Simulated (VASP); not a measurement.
# SnO2 (P1) in VASP: single point with PBE

Aim: the single point of SnO2 with PBE.

Program: VASP 6.6.1. These are calculated values, not measurements. Logs are shortened: lines on timing, memory, paths and dates and some standing lists are left out, and cuts for length are marked.

## (1) The cell of the first run

The typed cell holds 12 atoms: a = 6.395 Å, b = 6.395 Å, c = 6.395 Å, α = 60.00°, β = 60.00°, γ = 60.00°.

## (2) Single point, PBE (atom 1 (Sn) moved by -0.890 Å along [1 0 0] and +0.712 Å along [0 0 1])

The input, INCAR:

```
SYSTEM = SnO2
ALGO = Normal
EDIFF = 1E-6
ENCUT = 520
GGA = PE
ISIF = 2
ISMEAR = 0
LASPH = .TRUE.
LCHARG = .TRUE.
LELF = .TRUE.
LREAL = .FALSE.
LVHAR = .TRUE.
LWAVE = .FALSE.
NBANDS = 64
NELM = 100
PREC = Accurate
SIGMA = 0.05
```

The input, KPOINTS:

```
k-points
0
G
  6 6 6
  0 0 0
```

The input, POSCAR:

```
SnO2
1.0
    0.0000000000      4.5220682583      4.5220682583
    4.5220682583      0.0000000000      4.5220682583
    4.5220682583      4.5220682583      0.0000000000
Sn O
4 8
Direct
    0.3021313378      0.1053187402      0.4478686622
    0.6250000000      0.1250000000      0.1250000000
    0.1250000000      0.6250000000      0.1250000000
    0.1250000000      0.1250000000      0.1250000000
    0.8910551956      0.8910551956      0.8910551956
    0.8910551956      0.3268344131      0.8910551956
    0.8910551956      0.8910551956      0.3268344131
    0.3268344131      0.8910551956      0.8910551956
    0.9231655869      0.3589448044      0.3589448044
    0.3589448044      0.3589448044      0.9231655869
    0.3589448044      0.9231655869      0.3589448044
    0.3589448044      0.3589448044      0.3589448044
```

Potentials or basis: VASP PAW PBE potentials, release 64 (Sn_d, O).

Started as:

```sh
$ cat potpaw_PBE.64/Sn_d/POTCAR potpaw_PBE.64/O/POTCAR > POTCAR
$ mpirun -np 1 vasp_std > vasp.out
```

OUTCAR:

```text
SYSTEM = SnO2
   EDIFF = 1E-6
   ENCUT = 520
   GGA = PE
   ISIF = 2
   ISMEAR = 0
   LASPH = .TRUE.
   LREAL = .FALSE.
   NELM = 100
   PREC = Accurate

 ion  position               nearest neighbor table
   1  0.302  0.105  0.448-  11 1.36  12 1.60   2 2.07   9 2.31   8 2.51   4 2.74  10 2.82   3 2.88

   2  0.625  0.125  0.125-   1 2.07   6 2.13   7 2.13  10 2.13  11 2.13   5 2.13  12 2.13   4 3.20
                             3 3.20   3 3.20   4 3.20
   3  0.125  0.625  0.125-   7 2.13   8 2.13   9 2.13  10 2.13   5 2.13  12 2.13   1 2.88   4 3.20
                             2 3.20   4 3.20   2 3.20
   4  0.125  0.125  0.125-   6 2.13   7 2.13   8 2.13   9 2.13  10 2.13  11 2.13   1 2.74   2 3.20
                             3 3.20   3 3.20   2 3.20
   5  0.891  0.891  0.891-   2 2.13   3 2.13
   6  0.891  0.327  0.891-   2 2.13   4 2.13
   7  0.891  0.891  0.327-   2 2.13   3 2.13   4 2.13
   8  0.327  0.891  0.891-   3 2.13   4 2.13   1 2.51
   9  0.923  0.359  0.359-   3 2.13   4 2.13   1 2.31
  10  0.359  0.359  0.923-   2 2.13   3 2.13   4 2.13   1 2.82
  11  0.359  0.923  0.359-   1 1.36   2 2.13   4 2.13
  12  0.359  0.359  0.359-   1 1.60   2 2.13   3 2.13

 -----------------------------------------------------------------------------
|                                                                             |
|           W    W    AA    RRRRR   N    N  II  N    N   GGGG   !!!           |
|           W    W   A  A   R    R  NN   N  II  NN   N  G    G  !!!           |
|           W    W  A    A  R    R  N N  N  II  N N  N  G       !!!           |
|           W WW W  AAAAAA  RRRRR   N  N N  II  N  N N  G  GGG   !            |
|           WW  WW  A    A  R   R   N   NN  II  N   NN  G    G                |
|           W    W  A    A  R    R  N    N  II  N    N   GGGG   !!!           |
|                                                                             |
|     The distance between some ions is very small. Please check the          |
|     nearest-neighbor list in the OUTCAR file.                               |
|     I HOPE YOU KNOW WHAT YOU ARE DOING!                                     |
|                                                                             |
 -----------------------------------------------------------------------------

  LATTYP: Found a face centered cubic cell.
 ALAT       =     9.0441365166

  Lattice vectors:

 A1 = (   0.0000000000,   4.5220682583,   4.5220682583)
 A2 = (   4.5220682583,   0.0000000000,   4.5220682583)
 A3 = (   4.5220682583,   4.5220682583,   0.0000000000)

Analysis of symmetry for initial positions (statically):
=====================================================================
 Subroutine PRICEL returns:
 Original cell was already a primitive cell.

 Routine SETGRP: Setting up the symmetry group for a
 face centered cubic supercell.

 Subroutine GETGRP returns: Found  1 space group operations
 (whereof  1 operations were pure point group operations)
 out of a pool of 48 trial point group operations.

The static configuration has the point symmetry C_1 .

Analysis of symmetry for dynamics (positions and initial velocities):
=====================================================================
 Subroutine PRICEL returns:
 Original cell was already a primitive cell.

 Routine SETGRP: Setting up the symmetry group for a
 face centered cubic supercell.

 Subroutine GETGRP returns: Found  1 space group operations
 (whereof  1 operations were pure point group operations)
 out of a pool of 48 trial point group operations.

The dynamic configuration has the point symmetry C_1 .

 Subroutine INISYM returns: Found  1 space group operations
 (whereof  1 operations are pure point group operations),
 and found     1 'primitive' translations

----------------------------------------------------------------------------------------

                                     Primitive cell

  volume of cell :     184.9445

  direct lattice vectors                    reciprocal lattice vectors
     0.000000000  4.522068258  4.522068258    -0.110568875  0.110568875  0.110568875
     4.522068258  0.000000000  4.522068258     0.110568875 -0.110568875  0.110568875
     4.522068258  4.522068258  0.000000000     0.110568875  0.110568875 -0.110568875

  length of vectors
     6.395170261  6.395170261  6.395170261     0.191510909  0.191510909  0.191510909

  position of ions in fractional coordinates (direct lattice)
     0.302131338  0.105318740  0.447868662
     0.625000000  0.125000000  0.125000000
     0.125000000  0.625000000  0.125000000
     0.125000000  0.125000000  0.125000000
     0.891055196  0.891055196  0.891055196
     0.891055196  0.326834413  0.891055196
     0.891055196  0.891055196  0.326834413
     0.326834413  0.891055196  0.891055196
     0.923165587  0.358944804  0.358944804
     0.358944804  0.358944804  0.923165587
     0.358944804  0.923165587  0.358944804
     0.358944804  0.358944804  0.358944804

  ion indices of the primitive-cell ions
   primitive index   ion index
                 1           1
                 2           2
                 3           3
                 4           4
                 5           5
                 6           6
                 7           7
                 8           8
                 9           9
                10          10
                11          11
                12          12

----------------------------------------------------------------------------------------

 KPOINTS: k-points

Automatic generation of k-mesh.
 Grid dimensions read from file:
 generate k-points for:    6    6    6

 Generating k-lattice:

  Cartesian coordinates                     Fractional coordinates (reciprocal lattice)
    -0.018428146  0.018428146  0.018428146     0.166666667  0.000000000  0.000000000
     0.018428146 -0.018428146  0.018428146     0.000000000  0.166666667  0.000000000
     0.018428146  0.018428146 -0.018428146     0.000000000  0.000000000  0.166666667

  Length of vectors
     0.031918485  0.031918485  0.031918485

  Shift w.r.t. Gamma in fractional coordinates (k-lattice)
     0.000000000  0.000000000  0.000000000

 Subroutine IBZKPT returns following result:
 ===========================================

 Found    112 irreducible k-points:

 Following reciprocal coordinates:
            Coordinates               Weight
  0.000000  0.000000  0.000000      1.000000
  0.166667  0.000000  0.000000      2.000000
  0.000000  0.166667  0.000000      2.000000
  0.000000  0.000000  0.166667      2.000000
  0.166667  0.166667  0.166667      2.000000
  0.333333  0.000000  0.000000      2.000000
[... 16 lines left out ...]
  0.166667 -0.166667 -0.166667      2.000000
  0.333333  0.333333  0.166667      2.000000
 [... further k-points ...]
   k-points           NKPTS =    112   k-points in BZ     NKDIM =    112   number of bands    NBANDS=     64
   number of dos      NEDOS =    301   number of ions     NIONS =     12
   total plane-waves  NPLWV = 110592
   dimension x,y,z NGX =    48 NGY =   48 NGZ =   48
   dimension x,y,z NGXF=    96 NGYF=   96 NGZF=   96
   ions per type =               4   8
   NGX,Y,Z   is equivalent  to a cutoff of  12.48, 12.48, 12.48 a.u.
   NGXF,Y,Z  is equivalent  to a cutoff of  24.96, 24.96, 24.96 a.u.
 SYSTEM =  SnO2
   PREC   = accura    normal or accurate (medium, high low for compatibility)
   ISTART =      0    job   : 0-new  1-cont  2-samecut
   ICHARG =      2    charge: 1-file 2-atom 10-const
   ISPIN  =      1    spin polarized calculation?
   LNONCOLLINEAR =      F non collinear calculations
   LSORBIT =      F    spin-orbit coupling
   LASPH  =      T    aspherical Exc in radial PAW
   ENCUT  =  520.0 eV  38.22 Ry    6.18 a.u.  11.89 11.89 11.89*2*pi/ulx,y,z
   NELM   =    100;   NELMIN=  2; NELMDL= -5     # of ELM steps
   EDIFF  = 0.1E-05   stopping-criterion for ELM
   LREAL  =      F    real-space projection
   EDIFFG = 0.1E-04   stopping-criterion for IOM
   NSW    =      0    number of steps for IOM
   IBRION =     -1    ionic relax: 0-MD 1-quasi-New 2-CG
   NFREE  =      0    steps in history (QN), initial steepest desc. (CG)
   ISIF   =      2    stress and relaxation
   ISYM   =      2    0-nonsym 1-usesym 2-fastsym
   POTIM  = 0.5000    time-step for ionic-motion
   TEBEG  =    0.0;   TEEND  =   0.0 temperature during run
   PSTRESS=    0.0 pullay stress
   NELECT =     104.0000    total number of electrons
   NUPDOWN=      -1.0000    fix difference up-down
   EMIN   =  10.00;   EMAX   =-10.00  energy-range for DOS
   EFERMI =   0.00;   METHOD = LEGACY
   ISMEAR =     0;   SIGMA  =   0.05  broadening in eV -4-tet -1-fermi 0-gaus
   EFERMI_NEDOS =   21; number of points for ismear=-14 and -15
   IALGO  =     38    algorithm
   IMIX   =      4    mixing-type and parameters
     AMIX     =   0.40;   BMIX     =  1.00
     AMIX_MAG =   1.60;   BMIX_MAG =  1.00
  volume/ion in A,a.u.               =      15.41       104.01
  Fermi-wavevector in a.u.,A,eV,Ry     =   1.351260  2.553511 24.842916  1.825903
  Thomas-Fermi vector in A             =   2.478696
   LORBIT       =      0    0 simple, 1 ext, 2 COOP (PROOUT), +10 PAW based schemes
   GGA     = PE    functional components
   LHFCALC =     F    Hartree Fock is set to
   AEXX    =    0.0000 exact exchange contribution
   IVDW    =     0    specifies the selected vdW correction
   LEPSILON=     F    determine dielectric tensor
   LRPA    =     F    only Hartree local field effects (RPA)
 non-spin polarized calculation
 Gauss-broadening in eV      SIGMA  =   0.05
  energy-cutoff  :      520.00
  volume of cell :      184.94
 maximum number of plane-waves:      5004
   NGX = 23   NGY = 23   NGZ = 23

 number of electron     103.9999986 magnetization

 Free energy of the ion-electron system (eV)
  ---------------------------------------------------
  ext. energy  EPLUGINS =         0.00000000
  ---------------------------------------------------
  free energy    TOTEN  =       -47.44006521 eV

  energy without entropy =      -47.43662715  energy(sigma->0) =      -47.43834618

 E-fermi :   4.2311     XC(G=0):  -9.4909

 val. band max:        4.2190689503   @ k =   0.0000   0.0000   0.0000
 cond. band min:       4.2367285511   @ k =   0.1667   0.0000   0.0000
 fundamental gap:      0.0176596009
 Fermi energy:         4.2310844630

 k-point     1 :       0.0000    0.0000    0.0000
  band No.  band energies     occupation
      1     -25.2797      2.00000
      2     -22.3421      2.00000
      3     -21.2342      2.00000
      4     -20.2609      2.00000
      5     -19.9576      2.00000
      6     -18.6014      2.00000
[... 56 lines left out ...]
     63      12.9514      0.00000
     64      13.4095      0.00000

 k-point     2 :       0.1667    0.0000    0.0000
  band No.  band energies     occupation
      1     -25.2797      2.00000
      2     -22.3414      2.00000
      3     -21.2329      2.00000
      4     -20.2596      2.00000
      5     -19.9575      2.00000
      6     -18.5742      2.00000
[... 56 lines left out ...]
     63      12.7305      0.00000
     64      13.1028      0.00000

 k-point     3 :       0.0000    0.1667    0.0000
  band No.  band energies     occupation
      1     -25.2797      2.00000
      2     -22.3416      2.00000
      3     -21.2339      2.00000
      4     -20.2607      2.00000
      5     -19.9573      2.00000
      6     -18.5846      2.00000
[... 1396 lines left out ...]
     63      12.3678      0.00000
     64      12.7386      0.00000

 k-point    24 :       0.3333    0.3333    0.1667
  band No.  band energies     occupation
      1     -25.2791      2.00000
      2     -22.3415      2.00000
      3     -21.2332      2.00000
      4     -20.2582      2.00000
      5     -19.9582      2.00000
      6     -18.5439      2.00000
[... 56 lines left out ...]
     63      12.1049      0.00000
     64      12.5522      0.00000

 [... further k-points ...]
[... 5 lines left out ...]
  --------------------------------------------------------------------------------------
  -------------------------------------------------------------------------------------
  Total       83.3520530      4.7454288     58.4127491      5.9363603      3.1804956     25.7222955
  in kB      722.0803844     41.1097383    506.0307310     51.4268000     27.5526922    222.8327241
  external PRESSURE =     423.0736179 kB  Pullay stress =       0.0000000 kB

 VOLUME and BASIS-vectors are now :
 -----------------------------------------------------------------------------
  energy-cutoff  :      520.00
  volume of cell :      184.94
      direct lattice vectors                 reciprocal lattice vectors
     0.000000000  4.522068258  4.522068258    -0.110568875  0.110568875  0.110568875
     4.522068258  0.000000000  4.522068258     0.110568875 -0.110568875  0.110568875
     4.522068258  4.522068258  0.000000000     0.110568875  0.110568875 -0.110568875

 POSITION                                       TOTAL-FORCE (eV/Angst)
 -----------------------------------------------------------------------------------
      2.50155      3.39155      1.84252        56.377431     11.303939     -9.764305
      1.13052      3.39155      3.39155       -17.259495      0.291808     19.874449
      3.39155      1.13052      3.39155         1.146690     -4.561012      1.305482
      1.13052      1.13052      1.13052        -1.929844     -6.305612     -1.276386
      8.05882      8.05882      8.05882         0.682125      0.675661     -0.945558
      5.50738      8.05882      5.50738         1.004580      0.759047     -0.872152
      5.50738      5.50738      8.05882         0.690881      0.578583     -0.811473
      8.05882      5.50738      5.50738        -0.358394      0.412771      0.140089
      3.24635      5.79779      5.79779        -1.275428      1.465643      0.883226
      5.79779      5.79779      3.24635         0.107447      1.188071     -0.349380
      5.79779      3.24635      5.79779       -48.497475     -5.022665    -23.982679
      3.24635      3.24635      3.24635         9.311483     -0.786233     15.798686
 -----------------------------------------------------------------------------------
    total drift:                               -0.001537     -0.000419     -0.001545

  FREE ENERGIE OF THE ION-ELECTRON SYSTEM (eV)
  ---------------------------------------------------
  free  energy   TOTEN  =       -47.4400652148 eV

  energy  without entropy=      -47.4366271475  energy(sigma->0) =      -47.43834618
```

It took 15 min on 1 thread of AMD EPYC 9R45 (Zen 5), shared host; peak memory 0.93 GiB.

Results:

- Free energy: -47.4401 eV
- Pressure: 42.3 GPa
- Largest force: 58.323 eV/Å
- Band gap on the k mesh: 0.01 eV (least direct gap 0.05 eV)

Forces in eV/Å, atoms in the order of the input:
```
Sn   56.377  11.304  -9.764
Sn  -17.259   0.292  19.874
Sn    1.147  -4.561   1.305
Sn   -1.930  -6.306  -1.276
O     0.682   0.676  -0.946
O     1.005   0.759  -0.872
O     0.691   0.579  -0.811
O    -0.358   0.413   0.140
O    -1.275   1.466   0.883
O     0.107   1.188  -0.349
O   -48.497  -5.023 -23.983
O     9.311  -0.786  15.799
```

Stress tensor (GPa, compression positive):
```
72.21  5.14 22.28
 5.14  4.11  2.76
22.28  2.76 50.60
```

Caveat: the cell differs from its parent crystal (atom 1 (Sn) moved by -0.890 Å along [1 0 0] and +0.712 Å along [0 0 1]); atoms lie so close that the PAW spheres overlap strongly, which falsifies energies and pressures; the stress differs along the axes, from 4 to 72 GPa; the smearing spreads over this small gap; semilocal functionals underestimate gaps, and a narrow one can read as zero; spin-orbit coupling is left out, which moves the levels of the heavy elements; forces of over 1 eV/Å act on the atoms, so gaps and moduli don't describe the material at rest.
